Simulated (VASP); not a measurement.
# KBr (Fm-3m) in VASP: notebook

The runs below take KBr through single point, with r2SCAN, PBEsol.

Everything below comes from runs of VASP 6.6.1. Logs are shortened: lines on timing, memory, paths and dates and some standing lists are left out, and cuts for length are marked.

## Step 1: The cell of the first run

It takes space group Fm-3m (No. 225, cubic). The conventional cell has a = 6.600 Å, b = 6.600 Å, c = 6.600 Å, α = 90.00°, β = 90.00°, γ = 90.00°. Within 4.3 Å of Br (site symmetry m-3m) lie 6 K at 3.30 Å. Within 4.3 Å of K (site symmetry m-3m) lie 6 Br at 3.30 Å.

## Step 2: Single point, r2SCAN, non-collinear spin, zero start, spin-orbit coupling

POSCAR reads:

```
KBr
1.0
    0.0000000000      3.3000000000      3.3000000000
    3.3000000000      0.0000000000      3.3000000000
    3.3000000000      3.3000000000      0.0000000000
Br K
1 1
Direct
    0.5000000000      0.5000000000      0.5000000000
    0.0000000000      0.0000000000      0.0000000000
```

INCAR.step1 reads:

```
SYSTEM = KBr
PREC = Accurate ; ENCUT = 520
ISMEAR = -1 ; SIGMA = 0.05
LREAL = .False. ; LASPH = .True.
NELM = 150 ; MAGMOM = 0 0 0 0 0 0
LSORBIT = .True. ; GGA_COMPAT = .False.
NBANDS = 28 ; GGA = PE
ALGO = Normal ; EDIFF = 1E-4
LWAVE = .True. ; LCHARG = .False.
```

INCAR.step2 reads:

```
SYSTEM = KBr
PREC = Accurate ; ENCUT = 520
EDIFF = 1E-7 ; ISMEAR = -1
SIGMA = 0.05 ; LREAL = .False.
LASPH = .True. ; NELM = 150
ALGO = Normal ; ISIF = 2
LWAVE = .False. ; LCHARG = .False.
MAGMOM = 0 0 0 0 0 0 ; LORBIT = 11
LSORBIT = .True. ; GGA_COMPAT = .False.
LORBMOM = .True. ; METAGGA = R2SCAN
LMIXTAU = .True. ; NBANDS = 28
ISTART = 1
```

KPOINTS reads:

```
regular mesh
0
Gamma
  5 5 5
  0 0 0
```

Potentials or basis: VASP PAW PBE potentials, release 64 (Br, K_sv).

Run with:

```console
cat potpaw_PBE.64/Br/POTCAR potpaw_PBE.64/K_sv/POTCAR > POTCAR
cp INCAR.step1 INCAR
mpirun -np 1 vasp_ncl > vasp.out
cp INCAR.step2 INCAR
mpirun -np 1 vasp_ncl > vasp.out
```

OUTCAR:

```text
SYSTEM = KBr
   PREC = Accurate
   ENCUT = 520
   EDIFF = 1E-7
   ISMEAR = -1
   LREAL = .False.
   LASPH = .True.
   NELM = 150
   ISIF = 2
   LORBIT = 11
   LSORBIT = .True.
   METAGGA = R2SCAN
   ISTART = 1

 ion  position               nearest neighbor table
   1  0.500  0.500  0.500-   2 3.30   2 3.30   2 3.30   2 3.30   2 3.30   2 3.30
   2  0.000  0.000  0.000-   1 3.30   1 3.30   1 3.30   1 3.30   1 3.30   1 3.30

  LATTYP: Found a face centered cubic cell.
 ALAT       =     6.6000000000

  Lattice vectors:

 A1 = (   0.0000000000,   3.3000000000,   3.3000000000)
 A2 = (   3.3000000000,   0.0000000000,   3.3000000000)
 A3 = (   3.3000000000,   3.3000000000,   0.0000000000)

Analysis of symmetry for initial positions (statically):
=====================================================================
 Subroutine PRICEL returns:
 Original cell was already a primitive cell.

 Routine SETGRP: Setting up the symmetry group for a
 face centered cubic supercell.

 Subroutine GETGRP returns: Found 48 space group operations
 (whereof 48 operations were pure point group operations)
 out of a pool of 48 trial point group operations.

The static configuration has the point symmetry O_h .

Analysis of symmetry for dynamics (positions and initial velocities):
=====================================================================
 Subroutine PRICEL returns:
 Original cell was already a primitive cell.

 Routine SETGRP: Setting up the symmetry group for a
 face centered cubic supercell.

 Subroutine GETGRP returns: Found 48 space group operations
 (whereof 48 operations were pure point group operations)
 out of a pool of 48 trial point group operations.

The dynamic configuration has the point symmetry O_h .

Analysis of structural, dynamic, and magnetic symmetry:
=====================================================================
 Subroutine PRICEL returns:
 Original cell was already a primitive cell.

 Routine SETGRP: Setting up the symmetry group for a
 face centered cubic supercell.

 Subroutine GETGRP returns: Found 48 space group operations
 (whereof 48 operations were pure point group operations)
 out of a pool of 48 trial point group operations.

The overall configuration has the point symmetry O_h .

 Subroutine INISYM returns: Found 48 space group operations
 (whereof 48 operations are pure point group operations),
 and found     1 'primitive' translations

----------------------------------------------------------------------------------------

                                     Primitive cell

  volume of cell :      71.8740

  direct lattice vectors                    reciprocal lattice vectors
     0.000000000  3.300000000  3.300000000    -0.151515152  0.151515152  0.151515152
     3.300000000  0.000000000  3.300000000     0.151515152 -0.151515152  0.151515152
     3.300000000  3.300000000  0.000000000     0.151515152  0.151515152 -0.151515152

  length of vectors
     4.666904756  4.666904756  4.666904756     0.262431941  0.262431941  0.262431941

  position of ions in fractional coordinates (direct lattice)
     0.500000000  0.500000000  0.500000000
     0.000000000  0.000000000  0.000000000

  ion indices of the primitive-cell ions
   primitive index   ion index
                 1           1
                 2           2

----------------------------------------------------------------------------------------

 KPOINTS: regular mesh

Automatic generation of k-mesh.
 Grid dimensions read from file:
 generate k-points for:    5    5    5

 Generating k-lattice:

  Cartesian coordinates                     Fractional coordinates (reciprocal lattice)
    -0.030303030  0.030303030  0.030303030     0.200000000  0.000000000  0.000000000
     0.030303030 -0.030303030  0.030303030     0.000000000  0.200000000  0.000000000
     0.030303030  0.030303030 -0.030303030     0.000000000  0.000000000  0.200000000

  Length of vectors
     0.052486388  0.052486388  0.052486388

[... 81 lines left out ...]

 Free energy of the ion-electron system (eV)
  ---------------------------------------------------
  ext. energy  EPLUGINS =         0.00000000
  ---------------------------------------------------
  free energy    TOTEN  =       -23.27608646 eV

  energy without entropy =      -23.27608646  energy(sigma->0) =      -23.27608646

 E-fermi :  -0.8829     XC(G=0):  -7.7494

 val. band max:       -1.9894807265   @ k =   0.0000   0.0000   0.0000
 cond. band min:       2.9299948477   @ k =   0.0000   0.0000   0.0000
 fundamental gap:      4.9194755742
 Fermi energy:        -0.8828813545

 k-point     1 :       0.0000    0.0000    0.0000
  band No.  band energies     occupation
      1     -31.0310      1.00000
      2     -31.0310      1.00000
      3     -14.8764      1.00000
      4     -14.8764      1.00000
      5     -13.9123      1.00000
      6     -13.9123      1.00000
[... 299 lines left out ...]
     27       8.9622      0.00000
     28       8.9622      0.00000

------------------------ aborting loop because EDIFF is reached ----------------------------------------

  FORCE on cell =-STRESS in cart. coord.  units (eV):
  Direction    XX          YY          ZZ          XY          YZ          ZX
  --------------------------------------------------------------------------------------
  -------------------------------------------------------------------------------------
  Total        0.0295964      0.0295964      0.0295964      0.0000000      0.0000000      0.0000000
  in kB        0.6597475      0.6597475      0.6597475      0.0000000      0.0000000      0.0000000
  external PRESSURE =       0.6597475 kB  Pullay stress =       0.0000000 kB

 VOLUME and BASIS-vectors are now :
 -----------------------------------------------------------------------------
  energy-cutoff  :      520.00
  volume of cell :       71.87
      direct lattice vectors                 reciprocal lattice vectors
     0.000000000  3.300000000  3.300000000    -0.151515152  0.151515152  0.151515152
     3.300000000  0.000000000  3.300000000     0.151515152 -0.151515152  0.151515152
     3.300000000  3.300000000  0.000000000     0.151515152  0.151515152 -0.151515152

 POSITION                                       TOTAL-FORCE (eV/Angst)
 -----------------------------------------------------------------------------------
      3.30000      3.30000      3.30000         0.000000     -0.000000      0.000000
      0.00000      0.00000      0.00000        -0.000000      0.000000     -0.000000
 -----------------------------------------------------------------------------------
    total drift:                                0.000000      0.000000      0.000000

  FREE ENERGIE OF THE ION-ELECTRON SYSTEM (eV)
  ---------------------------------------------------
  free  energy   TOTEN  =       -23.2760864570 eV

  energy  without entropy=      -23.2760864570  energy(sigma->0) =      -23.27608646

 orbital moment (x)

 # of ion     p       d       tot
 ----------------------------------------
  1         0.000   0.000   0.000
  2         0.000  -0.000  -0.000
 ----------------------------------------
            0.000  -0.000  -0.000

 orbital moment (y)

 # of ion     p       d       tot
 ----------------------------------------
  1         0.000  -0.000  -0.000
  2         0.000  -0.000  -0.000
 ----------------------------------------
            0.000  -0.000  -0.000

 orbital moment (z)

 # of ion     p       d       tot
 ----------------------------------------
  1         0.000   0.000   0.000
  2         0.000   0.000   0.000
 ----------------------------------------
            0.000   0.000   0.000

 Spin-Orbit-Coupling matrix elements

 Ion:    1  E_soc:     -0.0480022
 l=   1
     0.0000000    -0.0080002    -0.0080002
    -0.0080002     0.0000000    -0.0080002
    -0.0080002    -0.0080002     0.0000000
 l=   2
     0.0000000    -0.0000001     0.0000000    -0.0000001    -0.0000001
    -0.0000001     0.0000000    -0.0000001    -0.0000001    -0.0000000
     0.0000000    -0.0000001     0.0000000    -0.0000001     0.0000000
    -0.0000001    -0.0000001    -0.0000001     0.0000000    -0.0000000
    -0.0000001    -0.0000000     0.0000000    -0.0000000     0.0000000
 l=   3
     0.0000000     0.0000000     0.0000000     0.0000000     0.0000000     0.0000000     0.0000000
     0.0000000     0.0000000     0.0000000     0.0000000     0.0000000     0.0000000     0.0000000
     0.0000000     0.0000000     0.0000000     0.0000000     0.0000000     0.0000000     0.0000000
     0.0000000     0.0000000     0.0000000     0.0000000     0.0000000     0.0000000     0.0000000
     0.0000000     0.0000000     0.0000000     0.0000000     0.0000000     0.0000000     0.0000000
     0.0000000     0.0000000     0.0000000     0.0000000     0.0000000     0.0000000     0.0000000
     0.0000000     0.0000000     0.0000000     0.0000000     0.0000000     0.0000000     0.0000000

 Ion:    2  E_soc:     -0.0072093
 l=   1
     0.0000000    -0.0012006    -0.0012006
    -0.0012006     0.0000000    -0.0012006
    -0.0012006    -0.0012006     0.0000000
 l=   2
     0.0000000     0.0000001     0.0000000     0.0000001    -0.0000011
     0.0000001     0.0000000    -0.0000008     0.0000001    -0.0000003
     0.0000000    -0.0000008     0.0000000    -0.0000008     0.0000000
     0.0000001     0.0000001    -0.0000008     0.0000000    -0.0000003
    -0.0000011    -0.0000003     0.0000000    -0.0000003     0.0000000
 l=   3
     0.0000000     0.0000000     0.0000000     0.0000000     0.0000000     0.0000000     0.0000000
     0.0000000     0.0000000     0.0000000     0.0000000     0.0000000     0.0000000     0.0000000
     0.0000000     0.0000000     0.0000000     0.0000000     0.0000000     0.0000000     0.0000000
     0.0000000     0.0000000     0.0000000     0.0000000     0.0000000     0.0000000     0.0000000
     0.0000000     0.0000000     0.0000000     0.0000000     0.0000000     0.0000000     0.0000000
     0.0000000     0.0000000     0.0000000     0.0000000     0.0000000     0.0000000     0.0000000
     0.0000000     0.0000000     0.0000000     0.0000000     0.0000000     0.0000000     0.0000000

 total charge

# of ion       s       p       d       tot
------------------------------------------
    1        1.594   3.339   0.001   4.934
    2        1.958   5.680   0.022   7.660
--------------------------------------------------
tot          3.552   9.019   0.023  12.594

 magnetization (x)

# of ion       s       p       d       tot
------------------------------------------
    1        0.000   0.000   0.000   0.000
    2       -0.000   0.000   0.000  -0.000
--------------------------------------------------
tot         -0.000   0.000   0.000   0.000

 magnetization (y)

# of ion       s       p       d       tot
------------------------------------------
    1        0.000  -0.000  -0.000  -0.000
    2        0.000   0.000  -0.000  -0.000
--------------------------------------------------
tot          0.000  -0.000  -0.000  -0.000

 magnetization (z)

# of ion       s       p       d       tot
------------------------------------------
    1       -0.000   0.000  -0.000   0.000
    2       -0.000   0.000   0.000  -0.000
--------------------------------------------------
tot         -0.000   0.000  -0.000   0.000
```

It took 9.7 min on 1 thread of AMD EPYC 7R13, shared host; peak memory 0.44 GiB.

Results:

| Quantity | Value |
| --- | --- |
| Free energy | -23.2761 eV |
| Pressure | 0.1 GPa |
| Net moment | 0.00 μB per cell |
| Valence electrons inside the program's atomic spheres | Br 4.93; K 7.66 |

Moments on the atoms (μB; x, y, z):
```
Br  0.00 0.00 0.00
K   0.00 0.00 0.00
```

Caveat: the PAW data sets were made with another functional, which shifts forces and pressure a little.

## Step 3: Single point, PBEsol

This run uses another cell than the first one, of 20.72 Å³/atom, 0.576 times its volume.

INCAR reads:

```
PREC = Accurate ; ENCUT = 520
EDIFF = 1E-6 ; ISMEAR = -1
SIGMA = 0.05 ; LREAL = False
LASPH = True ; NELM = 100
ALGO = Normal ; ISIF = 2
LWAVE = False ; LCHARG = True
GGA = PS ; LELF = True
LVHAR = True ; NBANDS = 15
```

KPOINTS reads:

```
Automatic mesh
0
Gamma
  7 7 7
```

POSCAR reads:

```
KBr
1.0
    0.0000000000      2.7464772448      2.7464772448
    2.7464772448      0.0000000000      2.7464772448
    2.7464772448      2.7464772448      0.0000000000
Br K
1 1
Direct
    0.5000000000      0.5000000000      0.5000000000
    0.0000000000      0.0000000000      0.0000000000
```

Potentials or basis: VASP PAW PBE potentials, release 64 (Br, K_sv).

Run with:

```console
cat potpaw_PBE.64/Br/POTCAR potpaw_PBE.64/K_sv/POTCAR > POTCAR
mpirun -np 1 vasp_std > vasp.out
```

Wall time 30 s (1 thread of AMD EPYC 7R43 (Zen 3), shared host); peak memory 0.13 GiB.

The run converged. Its results:

- Free energy: -4.8045 eV
- Pressure: 30.7 GPa
- Band gap on the k mesh: 4.24 eV, indirect (least direct gap 4.64 eV)

Levels at points of the mesh, in eV from the valence-band top:
```
           k point  band 5  band 6  band 7  band 8  band 9  band 10  band 11  band 12
(0.00, 0.00, 0.00)  -10.68    0.00    0.00    0.00    6.31     6.83     6.83     6.83
```

Caveat: the PAW data sets were made with another functional, which shifts forces and pressure a little. A k mesh can miss the band edges.
